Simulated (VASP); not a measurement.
# KBr (Fm-3m) in VASP: G0W0 quasiparticle levels with PBE

Aim: the G0W0 quasiparticle levels of KBr with PBE.

All numbers are computed with VASP 6.6.1; they aren't measurements. Logs are shortened: lines on timing, memory, paths and dates and some standing lists are left out, and cuts for length are marked.

**1. The cell of the first run**

It takes space group Fm-3m (No. 225, cubic). Conventional cell: a = 6.604 Å, b = 6.604 Å, c = 6.604 Å, α = 90.00°, β = 90.00°, γ = 90.00°. K (site symmetry m-3m) has 6 Br at 3.30 Å within 4.3 Å. Br (site symmetry m-3m) has 6 K at 3.30 Å within 4.3 Å.

**2. G0W0 quasiparticle levels, PBE**

POSCAR reads:

```
KBr
1.0
    0.0000000000      3.3022478268      3.3022478268
    3.3022478268      0.0000000000      3.3022478268
    3.3022478268      3.3022478268      0.0000000000
K Br
1 1
Direct
    0.0000000000      0.0000000000      0.0000000000
    0.5000000000      0.5000000000      0.5000000000
```

INCAR.step1 reads:

```
SYSTEM = KBr
ALGO = Normal
EDIFF = 1E-8
ENCUT = 500
GGA = PE
ISMEAR = 0
LASPH = .True.
LCHARG = .False.
LREAL = .False.
LWAVE = .True.
NELM = 60
PREC = Accurate
SIGMA = 0.01
```

INCAR.step2 reads:

```
SYSTEM = KBr
ALGO = Exact
EDIFF = 1E-8
ENCUT = 500
GGA = PE
ISMEAR = 0
ISTART = 1
LASPH = .True.
LCHARG = .False.
LOPTICS = .True.
LREAL = .False.
LWAVE = .True.
NBANDS = 125
NELM = 1
PREC = Accurate
SIGMA = 0.01
```

INCAR.step3 reads:

```
SYSTEM = KBr
ALGO = EVGW0
EDIFF = 1E-8
ENCUT = 500
ENCUTGW = 80.0
GGA = PE
ISMEAR = 0
ISTART = 1
LASPH = .True.
LCHARG = .False.
LREAL = .False.
LWAVE = .False.
NBANDS = 125
NBANDSGW = 16
NELMGW = 1
NOMEGA = 96
OMEGAMAX = 20
PREC = Accurate
PRECFOCK = Fast
SIGMA = 0.01
```

KPOINTS reads:

```
k-points
0
Gamma
  4 4 4
  0 0 0
```

Potentials or basis: VASP PAW PBE potentials, release 64 (K_sv_GW, Br_GW).

Started as:

```console
> cat potpaw_PBE.64/K_sv_GW/POTCAR potpaw_PBE.64/Br_GW/POTCAR > POTCAR
> cp INCAR.step1 INCAR
> mpirun -np 1 vasp_std > vasp.out
> cp INCAR.step2 INCAR
> mpirun -np 1 vasp_std > vasp.out
> cp INCAR.step3 INCAR
> mpirun -np 1 vasp_std > vasp.out
```

OUTCAR:

```text
SYSTEM = KBr
   EDIFF = 1E-8
   ENCUT = 500
   ENCUTGW = 80.0
   GGA = PE
   ISMEAR = 0
   ISTART = 1
   LASPH = .True.
   LREAL = .False.
   NELMGW = 1
   PREC = Accurate
   PRECFOCK = Fast

 ion  position               nearest neighbor table
   1  0.000  0.000  0.000-
   2  0.500  0.500  0.500-

  LATTYP: Found a face centered cubic cell.
 ALAT       =     6.6044956536

  Lattice vectors:

 A1 = (   0.0000000000,   3.3022478268,   3.3022478268)
 A2 = (   3.3022478268,   0.0000000000,   3.3022478268)
 A3 = (   3.3022478268,   3.3022478268,   0.0000000000)

Analysis of symmetry for initial positions (statically):
=====================================================================
 Subroutine PRICEL returns:
 Original cell was already a primitive cell.

 Routine SETGRP: Setting up the symmetry group for a
 face centered cubic supercell.

 Subroutine GETGRP returns: Found 48 space group operations
 (whereof 48 operations were pure point group operations)
 out of a pool of 48 trial point group operations.

The static configuration has the point symmetry O_h .

Analysis of symmetry for dynamics (positions and initial velocities):
=====================================================================
 Subroutine PRICEL returns:
 Original cell was already a primitive cell.

 Routine SETGRP: Setting up the symmetry group for a
 face centered cubic supercell.

 Subroutine GETGRP returns: Found 48 space group operations
 (whereof 48 operations were pure point group operations)
 out of a pool of 48 trial point group operations.

The dynamic configuration has the point symmetry O_h .

 Subroutine INISYM returns: Found 48 space group operations
 (whereof 48 operations are pure point group operations),
 and found     1 'primitive' translations

----------------------------------------------------------------------------------------

                                     Primitive cell

  volume of cell :      72.0210

  direct lattice vectors                    reciprocal lattice vectors
     0.000000000  3.302247827  3.302247827    -0.151412016  0.151412016  0.151412016
     3.302247827  0.000000000  3.302247827     0.151412016 -0.151412016  0.151412016
     3.302247827  3.302247827  0.000000000     0.151412016  0.151412016 -0.151412016
[... 48 lines left out ...]
 -0.250000  0.500000  0.250000      6.000000
   k-points           NKPTS =      8   k-points in BZ     NKDIM =     64   number of bands    NBANDS=    125
   number of dos      NEDOS =    301   number of ions     NIONS =      2
   total plane-waves  NPLWV =  46656
   dimension x,y,z NGX =    36 NGY =   36 NGZ =   36
   dimension x,y,z NGXF=    72 NGYF=   72 NGZF=   72
   ions per type =               1   1
   NGX,Y,Z   is equivalent  to a cutoff of  12.82, 12.82, 12.82 a.u.
   NGXF,Y,Z  is equivalent  to a cutoff of  25.63, 25.63, 25.63 a.u.
 SYSTEM =  KBr
   PREC   = accura    normal or accurate (medium, high low for compatibility)
   ISTART =      1    job   : 0-new  1-cont  2-samecut
   ICHARG =      0    charge: 1-file 2-atom 10-const
   ISPIN  =      1    spin polarized calculation?
   LNONCOLLINEAR =      F non collinear calculations
   LSORBIT =      F    spin-orbit coupling
   LASPH  =      T    aspherical Exc in radial PAW
   ENCUT  =  500.0 eV  36.75 Ry    6.06 a.u.   8.51  8.51  8.51*2*pi/ulx,y,z
   NELM   =     60;   NELMIN=  2; NELMDL=  0     # of ELM steps
   EDIFF  = 0.1E-07   stopping-criterion for ELM
   LREAL  =      F    real-space projection
   EDIFFG = 0.1E-06   stopping-criterion for IOM
   NSW    =      0    number of steps for IOM
   IBRION =     -1    ionic relax: 0-MD 1-quasi-New 2-CG
   NFREE  =      0    steps in history (QN), initial steepest desc. (CG)
   ISIF   =      0    stress and relaxation
   ISYM   =      3    0-nonsym 1-usesym 2-fastsym
   POTIM  = 0.5000    time-step for ionic-motion
   TEBEG  =    0.0;   TEEND  =   0.0 temperature during run
   PSTRESS=    0.0 pullay stress
   NELECT =      16.0000    total number of electrons
   NUPDOWN=      -1.0000    fix difference up-down
   EMIN   =  10.00;   EMAX   =-10.00  energy-range for DOS
   EFERMI =   0.00;   METHOD = LEGACY
   ISMEAR =     0;   SIGMA  =   0.01  broadening in eV -4-tet -1-fermi 0-gaus
   EFERMI_NEDOS =   21; number of points for ismear=-14 and -15
   IALGO  =     38    algorithm
   IMIX   =      4    mixing-type and parameters
     AMIX     =   0.40;   BMIX     =  1.00
     AMIX_MAG =   1.60;   BMIX_MAG =  1.00
  volume/ion in A,a.u.               =      36.01       243.01
  Fermi-wavevector in a.u.,A,eV,Ry     =   0.991506  1.873674 13.375661  0.983083
  Thomas-Fermi vector in A             =   2.123252
   LORBIT       =      0    0 simple, 1 ext, 2 COOP (PROOUT), +10 PAW based schemes
   GGA     = PE    functional components
   LHFCALC =     T    Hartree Fock is set to
   PRECFOCK=fast      Normal, Fast or Accurate (Low or Medium for compatibility)
   ENCUT4O =  -1.0   cutoff for four orbital integrals eV
   NKREDX  =     1    reduce k-point grid by
   NKREDY  =     1    reduce k-point grid by
   NKREDZ  =     1    reduce k-point grid by
   AEXX    =    1.0000 exact exchange contribution
   HFSCREEN=    0.0000 screening length (either q_TF or 0.3 A-1)
   HFSCREENC=   0.0000 screening length for correlation (either q_TF or 0.3 A-1)
   ENCUTFOCK=  -1.0 apply spherical cutoff to Coloumb kernel
   IVDW    =     0    specifies the selected vdW correction
   LEPSILON=     F    determine dielectric tensor
   LRPA    =     F    only Hartree local field effects (RPA)
   LRPAFORCE           =     F    calculate RPA forces
   ENCUTGW             =  80.0    cutoff for response function in eV
   ENCUTGWSOFT         =  64.0    soft cutoff for Coulomb kernel in GW response function in eV
   ENCUTLF             =  -1.0    cutoff for local field effects
   NELMGW              =     1    number of iterations in solving QP/BSE equation
   NELMHF              =     1    number of iterations in the inner HF iteration
   NKREDLFX            =     1    NKREDLFY  =   1   NKREDLFZ  =   1
 non-spin polarized calculation
 Gauss-broadening in eV      SIGMA  =   0.01
  energy-cutoff  :      500.00
  volume of cell :       72.02
 maximum number of plane-waves:      1850
 NGX is ok and might be reduce to    36
  NGX = 20; NGY = 20; NGZ = 20
   NGX = 17   NGY = 17   NGZ = 17
 maximum number of plane-waves:       125
 NGX is ok and might be reduce to    14

 QP shifts <psi_nk| G(iteration)W_0 |psi_nk>: iteration 1
 for sc-GW calculations column KS-energies equals QP-energies in previous step
 and V_xc(KS)=  KS-energies - (<T + V_ion + V_H > + <T+V_H+V_ion>^1  + <V_x>^1)

 k-point   1 :       0.0000    0.0000    0.0000
  band No.  KS-energies  QP-energies   sigma(KS)   V_xc(KS)     V^pw_x(r,r')   Z            occupation Imag(sigma)

      1     -28.3884     -30.4147     -21.7926     -18.5208     -30.7420       0.6193       2.0000       0.3863
      2     -12.8994     -14.3194     -15.7995     -13.9540     -22.1666       0.7694       2.0000       1.2581
      3     -11.8655     -14.7876     -21.4186     -17.8071     -24.6577       0.8091       2.0000       0.0727
      4     -11.8655     -14.7876     -21.4186     -17.8071     -24.6577       0.8091       2.0000       0.0727
      5     -11.8655     -14.7876     -21.4186     -17.8071     -24.6577       0.8091       2.0000       0.0727
      6      -0.6097      -2.3111     -14.7471     -12.6320     -16.5269       0.8044       2.0000       0.0409
[... 135 lines left out ...]
      2     -12.8985     -14.4677     -16.3012     -14.2728     -22.3787       0.7736       2.0000       1.1522
      3     -11.9279     -14.8514     -21.2865     -17.6556     -24.5278       0.8052       2.0000       0.0808
      4     -11.9279     -14.8514     -21.2865     -17.6556     -24.5278       0.8052       2.0000       0.0808
      5     -11.7702     -14.5271     -21.0077     -17.6136     -24.4948       0.8123       2.0000       0.1686
      6      -1.1954      -3.0076     -14.2021     -11.9225     -16.0277       0.7950       2.0000       0.0439
[... 8 lines left out ...]
     15      10.3444      12.9173      -9.3289     -12.5130      -5.8024       0.8081       0.0000      -0.0715
     16      11.0551      12.7837      -7.7484      -9.9073      -4.1444       0.8007       0.0000      -0.0979
```

OUTCAR.step2:

```text
SYSTEM = KBr
   EDIFF = 1E-8
   ENCUT = 500
   GGA = PE
[... 722 lines left out ...]
  --------------------------------------------------------------------------------------------------------------
     0.00000     2.83035     2.83035     2.83035     0.00000    -0.00000    -0.00000
     1.26302     2.87363     2.87363     2.87363     0.00000    -0.00000    -0.00000
     2.52603     3.02698     3.02698     3.02698     0.00000    -0.00000    -0.00000
     3.78905     3.43445     3.43445     3.43445     0.00000    -0.00000    -0.00000
     5.05206     3.97979     3.97979     3.97979     0.00000    -0.00000    -0.00000
     6.31508     3.03680     3.03680     3.03680    -0.00000    -0.00000    -0.00000
[... 92 lines left out ...]
   123.77554     0.98116     0.98116     0.98116    -0.00000     0.00000     0.00000
   125.03856     0.98157     0.98157     0.98157    -0.00000     0.00000     0.00000
```

Wall time 6.2 min (1 thread of Intel Xeon Platinum 8488C (Sapphire Rapids), shared host); peak memory 0.95 GiB.

Results:

```yaml
Quasiparticle_gap: 6.78 eV
Least_direct_quasiparticle_gap: 6.78 eV
Band_gap_of_the_starting_levels_on_the_mesh: 4.42 eV
Least_direct_gap_of_the_starting_levels_on_the_mesh: 4.42 eV
```

Caveat: the k points lie up to 0.41 Å⁻¹ apart; bands, screening cutoff and mesh are small and nothing is extrapolated, so the quasiparticle values aren't converged.
